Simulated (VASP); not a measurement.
## SrVO3: single point with PBEsol

SrVO3:

```
Sr V O
1.0
     3.65137    0.00000    0.00000
     0.00000    3.65137    0.00000
     0.00000    0.00000    3.65137
Sr V O
1 1 3
Direct
  0.50000 0.50000 0.50000
  0.00000 0.00000 0.00000
  0.50000 0.00000 0.00000
  0.00000 0.50000 0.00000
  0.00000 0.00000 0.50000
```

```
Program                : VASP 6.6.1
Task                   : single point
Functional             : PBEsol
Potentials or basis    : VASP PAW PBE potentials, release 64 (Sr_sv, V_sv, O)
Cutoff                 : 520 eV
k mesh                 : 10 × 10 × 10
Occupations            : gaussian, width 0.1 eV
Spin                   : collinear spin, ferromagnetic start
Starting moments       : [0.0, 0.22, 0.0, 0.0, 0.0] μB
Dipole correction      : no
Further INCAR settings : ALGO = Normal; EDIFF = 1e-07; NBANDS = 32
```

```
Pressure                                              : 35.4 GPa
Net moment                                            : 0.14 μB per cell
Site moments                                          : Sr +0.00; V +0.12; O +0.00 μB
Valence electrons inside the program's atomic spheres : Sr 8.12; V 12.08; O 5.11
```

Levels at points of the mesh, in eV from the Fermi level:
Spin up:
```csv
k point,band 16,band 17,band 18,band 19,band 20,band 21,band 22,band 23,band 24,band 25
"(0.00, 0.00, 0.00)",-3.93,-3.93,-2.69,-2.69,-2.69,-1.29,-1.29,-1.29,1.80,1.80
"(0.50, 0.00, 0.00)",-5.40,-5.29,-5.09,-3.24,-3.24,-1.10,1.26,1.26,1.91,4.72
"(0.50, 0.50, 0.00)",-6.22,-4.46,-4.13,-4.13,-2.52,1.23,1.23,1.62,3.19,6.63
"(0.50, 0.50, 0.50)",-6.71,-6.71,-2.39,-2.39,-2.39,2.00,2.00,2.00,5.42,5.42
```
Spin down:
```
           k point  band 17  band 18  band 19  band 20  band 21  band 22  band 23  band 24
(0.00, 0.00, 0.00)    -3.93    -2.68    -2.68    -2.68    -1.16    -1.16    -1.16     1.87
(0.50, 0.00, 0.00)    -5.28    -5.08    -3.24    -3.24    -0.96     1.37     1.37     1.98
(0.50, 0.50, 0.00)    -4.45    -4.12    -4.12    -2.52     1.35     1.35     1.75     3.26
(0.50, 0.50, 0.50)    -6.67    -2.38    -2.38    -2.38     2.13     2.13     2.13     5.43
```

Run time: 120 s on 1 thread of AMD EPYC 9R45 96-Core Processor (Zen 5), with other jobs on the host, peak memory 0.24 GiB.

Caveat: the cell stands under pressure; the PAW data sets were made with another functional, which shifts forces and pressure a little; semilocal functionals often make such compounds metallic where correlation or magnetic order opens a gap, which also shifts bond lengths. With open d or f shells a metallic result of PBEsol can be an artefact of self-interaction; +U or a hybrid may open a gap.
